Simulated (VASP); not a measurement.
# HgPt (P4/mmm) in VASP: further runs

Runs on HgPt. Level: LDA. Tasks: electric field gradients.

Everything below comes from runs of VASP 6.6.1. Logs are shortened: lines on timing, memory, paths and dates and some standing lists are left out, and cuts for length are marked.

### 1 The cell of the first run

Symmetry: P4/mmm, No. 123, tetragonal system. Conventional cell: a = 2.961 Å, b = 2.961 Å, c = 3.812 Å, α = 90.00°, β = 90.00°, γ = 90.00°. Within 3.9 Å of Hg (site symmetry 4/mmm) lie 8 Pt at 2.83 Å and 6 Hg at 2.96 to 3.81 Å. Pt (site symmetry 4/mmm) has 8 Hg at 2.83 Å and 6 Pt at 2.96 to 3.81 Å within 3.9 Å.

### 2 Electric field gradients, LDA (16.71 Å³/atom)

The input, INCAR:

```
PREC = Accurate
ENCUT = 520
EDIFF = 1E-8
ISMEAR = -1
SIGMA = 0.03
LREAL = F
LASPH = T
NELM = 60
ALGO = Normal
ISIF = 2
LWAVE = F
LCHARG = F
LEFG = T
NBANDS = 18
```

The input, KPOINTS:

```
regular mesh
0
Gamma
  12 12 10
```

The input, POSCAR:

```
HgPt
1.0
    2.9610634709      0.0000000000      0.0000000000
    0.0000000000      2.9610634709      0.0000000000
    0.0000000000      0.0000000000      3.8122072623
Hg Pt
1 1
Direct
    0.0000000000      0.0000000000      0.0000000000
    0.5000000000      0.5000000000      0.5000000000
```

Potentials or basis: VASP PAW LDA potentials, release 64 (Hg, Pt).

On the command line:

```console
$ cat potpaw_LDA.64/Hg/POTCAR potpaw_LDA.64/Pt/POTCAR > POTCAR
$ mpirun -np 1 vasp_std > vasp.out
```

OUTCAR:

```text
PREC = Accurate
   ENCUT = 520
   EDIFF = 1E-8
   ISMEAR = -1
   LREAL = F
   LASPH = T
   NELM = 60
   ISIF = 2

 ion  position               nearest neighbor table
   1  0.000  0.000  0.000-   2 2.83   2 2.83   2 2.83   2 2.83   2 2.83   2 2.83   2 2.83   2 2.83

   2  0.500  0.500  0.500-   1 2.83   1 2.83   1 2.83   1 2.83   1 2.83   1 2.83   1 2.83   1 2.83

  LATTYP: Found a simple tetragonal cell.
 ALAT       =     2.9610634709
 C/A-ratio  =     1.2874453046

  Lattice vectors:

 A1 = (   2.9610634709,   0.0000000000,   0.0000000000)
 A2 = (   0.0000000000,   2.9610634709,   0.0000000000)
 A3 = (   0.0000000000,   0.0000000000,   3.8122072623)

Analysis of symmetry for initial positions (statically):
=====================================================================
 Subroutine PRICEL returns:
 Original cell was already a primitive cell.

 Routine SETGRP: Setting up the symmetry group for a
 simple tetragonal supercell.

 Subroutine GETGRP returns: Found 16 space group operations
 (whereof 16 operations were pure point group operations)
 out of a pool of 16 trial point group operations.

The static configuration has the point symmetry D_4h.

Analysis of symmetry for dynamics (positions and initial velocities):
=====================================================================
 Subroutine PRICEL returns:
 Original cell was already a primitive cell.

 Routine SETGRP: Setting up the symmetry group for a
 simple tetragonal supercell.

 Subroutine GETGRP returns: Found 16 space group operations
 (whereof 16 operations were pure point group operations)
 out of a pool of 16 trial point group operations.

The dynamic configuration has the point symmetry D_4h.

 Subroutine INISYM returns: Found 16 space group operations
 (whereof 16 operations are pure point group operations),
 and found     1 'primitive' translations

----------------------------------------------------------------------------------------

                                     Primitive cell

  volume of cell :      33.4250

  direct lattice vectors                    reciprocal lattice vectors
     2.961063471  0.000000000  0.000000000     0.337716503  0.000000000  0.000000000
     0.000000000  2.961063471  0.000000000     0.000000000  0.337716503  0.000000000
     0.000000000  0.000000000  3.812207262     0.000000000  0.000000000  0.262315223

  length of vectors
     2.961063471  2.961063471  3.812207262     0.337716503  0.337716503  0.262315223

  position of ions in fractional coordinates (direct lattice)
     0.000000000  0.000000000  0.000000000
     0.500000000  0.500000000  0.500000000

  ion indices of the primitive-cell ions
   primitive index   ion index
                 1           1
                 2           2

----------------------------------------------------------------------------------------

 KPOINTS: regular mesh

Automatic generation of k-mesh.
 Grid dimensions read from file:
 generate k-points for:   12   12   10

 Generating k-lattice:

  Cartesian coordinates                     Fractional coordinates (reciprocal lattice)
     0.028143042  0.000000000  0.000000000     0.083333333  0.000000000  0.000000000
     0.000000000  0.028143042  0.000000000     0.000000000  0.083333333  0.000000000
     0.000000000  0.000000000  0.026231522     0.000000000  0.000000000  0.100000000

  Length of vectors
     0.028143042  0.028143042  0.026231522

  Shift w.r.t. Gamma in fractional coordinates (k-lattice)
     0.000000000  0.000000000  0.000000000

 Subroutine IBZKPT returns following result:
 ===========================================

 Found    168 irreducible k-points:

 Following reciprocal coordinates:
            Coordinates               Weight
  0.000000  0.000000  0.000000      1.000000
  0.083333  0.000000  0.000000      4.000000
  0.166667  0.000000  0.000000      4.000000
  0.250000  0.000000  0.000000      4.000000
  0.333333  0.000000  0.000000      4.000000
  0.416667  0.000000  0.000000      4.000000
[... 16 lines left out ...]
  0.333333  0.333333  0.000000      4.000000
  0.416667  0.333333  0.000000      8.000000
 [... further k-points ...]
   k-points           NKPTS =    168   k-points in BZ     NKDIM =    168   number of bands    NBANDS=     18
   number of dos      NEDOS =    301   number of ions     NIONS =      2
   total plane-waves  NPLWV =  16128
   dimension x,y,z NGX =    24 NGY =   24 NGZ =   28
   dimension x,y,z NGXF=    48 NGYF=   48 NGZF=   56
   ions per type =               1   1
   NGX,Y,Z   is equivalent  to a cutoff of  13.47, 13.47, 12.21 a.u.
   NGXF,Y,Z  is equivalent  to a cutoff of  26.95, 26.95, 24.42 a.u.
 SYSTEM =  unknown system
   PREC   = accura    normal or accurate (medium, high low for compatibility)
   ISTART =      0    job   : 0-new  1-cont  2-samecut
   ICHARG =      2    charge: 1-file 2-atom 10-const
   ISPIN  =      1    spin polarized calculation?
   LNONCOLLINEAR =      F non collinear calculations
   LSORBIT =      F    spin-orbit coupling
   LASPH  =      T    aspherical Exc in radial PAW
   ENCUT  =  520.0 eV  38.22 Ry    6.18 a.u.   5.51  5.51  7.09*2*pi/ulx,y,z
   NELM   =     60;   NELMIN=  2; NELMDL= -5     # of ELM steps
   EDIFF  = 0.1E-07   stopping-criterion for ELM
   LREAL  =      F    real-space projection
   EDIFFG = 0.1E-06   stopping-criterion for IOM
   NSW    =      0    number of steps for IOM
   IBRION =     -1    ionic relax: 0-MD 1-quasi-New 2-CG
   NFREE  =      0    steps in history (QN), initial steepest desc. (CG)
   ISIF   =      2    stress and relaxation
   ISYM   =      2    0-nonsym 1-usesym 2-fastsym
   POTIM  = 0.5000    time-step for ionic-motion
   TEBEG  =    0.0;   TEEND  =   0.0 temperature during run
   PSTRESS=    0.0 pullay stress
   NELECT =      22.0000    total number of electrons
   NUPDOWN=      -1.0000    fix difference up-down
   EMIN   =  10.00;   EMAX   =-10.00  energy-range for DOS
   EFERMI =   0.00;   METHOD = LEGACY
   ISMEAR =    -1;   SIGMA  =   0.03  broadening in eV -4-tet -1-fermi 0-gaus
   EFERMI_NEDOS =   21; number of points for ismear=-14 and -15
   IALGO  =     38    algorithm
   IMIX   =      4    mixing-type and parameters
     AMIX     =   0.40;   BMIX     =  1.00
     AMIX_MAG =   1.60;   BMIX_MAG =  1.00
  volume/ion in A,a.u.               =      16.71       112.78
  Fermi-wavevector in a.u.,A,eV,Ry     =   1.424049  2.691063 27.591485  2.027917
  Thomas-Fermi vector in A             =   2.544582
   LORBIT       =      0    0 simple, 1 ext, 2 COOP (PROOUT), +10 PAW based schemes
   GGA     = CA    functional components
   LHFCALC =     F    Hartree Fock is set to
   AEXX    =    0.0000 exact exchange contribution
   IVDW    =     0    specifies the selected vdW correction
   LEPSILON=     F    determine dielectric tensor
   LRPA    =     F    only Hartree local field effects (RPA)
 non-spin polarized calculation
  energy-cutoff  :      520.00
  volume of cell :       33.43
 maximum number of plane-waves:       922
 NGX is ok and might be reduce to    24
   NGX = 11   NGY = 11   NGZ = 15

 number of electron      21.9999994 magnetization

 Free energy of the ion-electron system (eV)
  ---------------------------------------------------
  ext. energy  EPLUGINS =         0.00000000
  ---------------------------------------------------
  free energy    TOTEN  =        -8.52937657 eV

  energy without entropy =       -8.52757356  energy(sigma->0) =       -8.52847506

 E-fermi :   7.4749     XC(G=0): -13.0928

 val. band max:        7.4606254837   @ k =   0.5000   0.5000   0.5000
 cond. band min:       7.5310547093   @ k =   0.3333   0.0833   0.4000
 fundamental gap:      0.0704292256
 Fermi energy:         7.4749026820

 k-point     1 :       0.0000    0.0000    0.0000
  band No.  band energies     occupation
      1      -3.3073      2.00000
      2      -1.4113      2.00000
      3      -1.2192      2.00000
      4       0.3422      2.00000
      5       0.3422      2.00000
      6       1.0148      2.00000
[... 10 lines left out ...]
     17      23.4732      0.00000
     18      25.5149      0.00000

 k-point     2 :       0.0833    0.0000    0.0000
  band No.  band energies     occupation
      1      -3.1520      2.00000
      2      -1.3428      2.00000
      3      -1.1437      2.00000
      4       0.2876      2.00000
      5       0.3689      2.00000
      6       0.9646      2.00000
[... 10 lines left out ...]
     17      23.8472      0.00000
     18      24.8603      0.00000
[... 442 lines left out ...]
 k-point    24 :       0.4167    0.3333    0.0000
  band No.  band energies     occupation
      1      -1.3184      2.00000
      2      -0.8044      2.00000
      3      -0.6236      2.00000
      4      -0.5222      2.00000
      5       0.9867      2.00000
      6       2.9313      2.00000
[... 10 lines left out ...]
     17      18.9945      0.00000
     18      19.3163      0.00000

 [... further k-points ...]
[... 5 lines left out ...]
  --------------------------------------------------------------------------------------
  -------------------------------------------------------------------------------------
  Total        0.4443597      0.4443597      0.6221028      0.0000000      0.0000000      0.0000000
  in kB       21.2996899     21.2996899     29.8195319      0.0000000      0.0000000      0.0000000
  external PRESSURE =      24.1396372 kB  Pullay stress =       0.0000000 kB

 VOLUME and BASIS-vectors are now :
 -----------------------------------------------------------------------------
  energy-cutoff  :      520.00
  volume of cell :       33.43
      direct lattice vectors                 reciprocal lattice vectors
     2.961063471  0.000000000  0.000000000     0.337716503  0.000000000  0.000000000
     0.000000000  2.961063471  0.000000000     0.000000000  0.337716503  0.000000000
     0.000000000  0.000000000  3.812207262     0.000000000  0.000000000  0.262315223

 POSITION                                       TOTAL-FORCE (eV/Angst)
 -----------------------------------------------------------------------------------
      0.00000      0.00000      0.00000         0.000000      0.000000      0.000000
      1.48053      1.48053      1.90610         0.000000      0.000000      0.000000
 -----------------------------------------------------------------------------------
    total drift:                                0.000000      0.000000     -0.000000

  FREE ENERGIE OF THE ION-ELECTRON SYSTEM (eV)
  ---------------------------------------------------
  free  energy   TOTEN  =        -8.5293765665 eV

  energy  without entropy=       -8.5275735611  energy(sigma->0) =       -8.52847506

 Electric field gradients (V/A^2)
---------------------------------------------------------------------
 ion       V_xx      V_yy      V_zz      V_xy      V_xz      V_yz
---------------------------------------------------------------------
   1      52.597    52.597  -105.194    -0.000    -0.000     0.000
   2     -49.287   -49.287    98.574    -0.000    -0.000    -0.000
---------------------------------------------------------------------

 Electric field gradients after diagonalization (V/A^2)
 (convention: |V_zz| > |V_xx| > |V_yy|)
----------------------------------------------------------------------
 ion       V_xx      V_yy      V_zz     asymmetry (V_yy - V_xx)/ V_zz
----------------------------------------------------------------------
   1      52.597    52.597  -105.194       0.000
   2     -49.287   -49.287    98.574       0.000
----------------------------------------------------------------------

           NMR quadrupolar parameters

 Cq : quadrupolar parameter    Cq=e*Q*V_zz/h
 eta: asymmetry parameters     (V_yy - V_xx)/ V_zz
 Q  : nuclear electric quadrupole moment in mb (millibarn)
----------------------------------------------------------------------
 ion       Cq(MHz)       eta       Q (mb)
----------------------------------------------------------------------
   1      -0.254       0.000       1.000
   2       0.238       0.000       1.000
----------------------------------------------------------------------
```

It took 88 s on 1 thread of Oxide Virtual Turin-like, shared host; peak memory 0.18 GiB.

Results:

```
Free energy                             : -8.5294 eV
Pressure                                : 2.4 GPa
Band gap on the k mesh                  : zero (bands 11 and 12 overlap by 3.81 eV)
Largest electric field gradient by atom : Hg -105.2; Pt +98.6 V/Å²
```

Electric field gradients, principal values (V/Å²):
| atom | least | middle | greatest (by size) |
| --- | --- | --- | --- |
| 1 Hg | 52.597 | 52.597 | -105.194 |
| 2 Pt | -49.287 | -49.287 | 98.574 |

Caveat: without QUAD_EFG the Cq values of the log hold for a quadrupole moment of 1 mb, not for the nuclei; spin-orbit coupling is left out, which moves the levels of the heavy elements.

### 3 Electric field gradients, LDA (17.05 Å³/atom)

This run uses another cell than the first one, of 17.05 Å³/atom.

The input, INCAR:

```
  ALGO = Normal
  EDIFF = 1E-8
  ENCUT = 520
  GGA = CA
  ISIF = 2
  ISMEAR = -1
  LASPH = True
  LCHARG = False
  LEFG = True
  LREAL = False
  LWAVE = False
  NBANDS = 18
  NELM = 80
  PREC = Accurate
  SIGMA = 0.03
```

The input, KPOINTS:

```
k-points
0
Gamma
  12 12 10
```

The input, POSCAR:

```
HgPt
1.0
    2.9808705044      0.0000000000      0.0000000000
    0.0000000000      2.9808705044      0.0000000000
    0.0000000000      0.0000000000      3.8377077346
Hg Pt
1 1
Direct
    0.0000000000      0.0000000000      0.0000000000
    0.5000000000      0.5000000000      0.5000000000
```

Potentials or basis: VASP PAW LDA potentials, release 64 (Hg, Pt).

On the command line:

```console
$ cat potpaw_LDA.64/Hg/POTCAR potpaw_LDA.64/Pt/POTCAR > POTCAR
$ mpirun -np 1 vasp_std > vasp.out
```

OUTCAR:

```text
EDIFF = 1E-8
   ENCUT = 520
   GGA = CA
   ISIF = 2
   ISMEAR = -1
   LASPH = True
   LREAL = False
   NELM = 80
   PREC = Accurate

 ion  position               nearest neighbor table
   1  0.000  0.000  0.000-   2 2.85   2 2.85   2 2.85   2 2.85   2 2.85   2 2.85   2 2.85   2 2.85

   2  0.500  0.500  0.500-   1 2.85   1 2.85   1 2.85   1 2.85   1 2.85   1 2.85   1 2.85   1 2.85

  LATTYP: Found a simple tetragonal cell.
 ALAT       =     2.9808705044
 C/A-ratio  =     1.2874453046

  Lattice vectors:

 A1 = (   2.9808705044,   0.0000000000,   0.0000000000)
[... 717 lines left out ...]
  ---------------------------------------------------
  free  energy   TOTEN  =        -8.5316398827 eV

  energy  without entropy=       -8.5297967048  energy(sigma->0) =       -8.53071829

 Electric field gradients (V/A^2)
---------------------------------------------------------------------
 ion       V_xx      V_yy      V_zz      V_xy      V_xz      V_yz
---------------------------------------------------------------------
   1      51.268    51.268  -102.536     0.000     0.000     0.000
   2     -48.480   -48.480    96.961    -0.000    -0.000    -0.000
---------------------------------------------------------------------

 Electric field gradients after diagonalization (V/A^2)
 (convention: |V_zz| > |V_xx| > |V_yy|)
----------------------------------------------------------------------
 ion       V_xx      V_yy      V_zz     asymmetry (V_yy - V_xx)/ V_zz
----------------------------------------------------------------------
   1      51.268    51.268  -102.536       0.000
   2     -48.480   -48.480    96.961       0.000
----------------------------------------------------------------------

           NMR quadrupolar parameters

 Cq : quadrupolar parameter    Cq=e*Q*V_zz/h
 eta: asymmetry parameters     (V_yy - V_xx)/ V_zz
 Q  : nuclear electric quadrupole moment in mb (millibarn)
----------------------------------------------------------------------
 ion       Cq(MHz)       eta       Q (mb)
----------------------------------------------------------------------
   1      -0.248       0.000       1.000
   2       0.234       0.000       1.000
----------------------------------------------------------------------
```

Run time: 1.7 min. Hardware: 1 thread of Oxide Virtual Turin-like, shared host; peak memory 0.19 GiB.

Results:

| Item | Value |
| --- | --- |
| Free energy | -8.5316 eV |
| Pressure | -1.5 GPa |
| Band gap on the k mesh | zero (bands 11 and 12 overlap by 3.69 eV) |
| Largest electric field gradient by atom | Hg -102.5; Pt +97.0 V/Å² |

Stress tensor (GPa, compression positive):
```
-1.76  0.00  0.00
 0.00 -1.76  0.00
 0.00  0.00 -1.05
```

Electric field gradients, principal values (V/Å²):
```csv
atom,least,middle,greatest (by size)
1 Hg,51.268,51.268,-102.536
2 Pt,-48.480,-48.480,96.961
```

Caveat: without QUAD_EFG the Cq values of the log hold for a quadrupole moment of 1 mb, not for the nuclei; spin-orbit coupling is left out, which moves the levels of the heavy elements.

The gap in the log of VASP goes by the Fermi energy; the results here count the filled bands.